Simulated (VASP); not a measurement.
Here is a VASP 6.6.1 calculation.

The input INCAR:

```
PREC = Accurate ; ENCUT = 520
EDIFF = 1E-7 ; ISMEAR = 0
SIGMA = 0.15 ; LREAL = False
LASPH = True ; NELM = 80
ALGO = Fast ; ISIF = 2
LWAVE = False ; LCHARG = True
GGA = PE ; LELF = True
LVHAR = True ; NBANDS = 12
```

Contents of KPOINTS:

```
Automatic mesh
0
Gamma
  20 20 20
```

Contents of POSCAR:

```
Zr
1.0
    0.5496667157      2.5606425048      2.5606425048
    2.5606425048      0.5496667157      2.5606425048
    2.5606425048      2.5606425048      0.5496667157
Zr
1
Direct
    0.0000000000      0.0000000000      0.0000000000
```

Potentials or basis: VASP PAW PBE potentials, release 64 (Zr_sv).

Run with:

```console
$ cat potpaw_PBE.64/Zr_sv/POTCAR > POTCAR
$ mpirun -np 1 vasp_std > vasp.out
```

What does it give for the band gap on the k mesh?

Zero (bands 6 and 7 overlap by 0.61 eV).

Predict the pressure.

4.6 GPa.

Stress tensor (GPa, compression positive):
```
 4.55 -9.31 -9.31
-9.31  4.55 -9.31
-9.31 -9.31  4.55
```

Caveat: the cell stands under pressure.
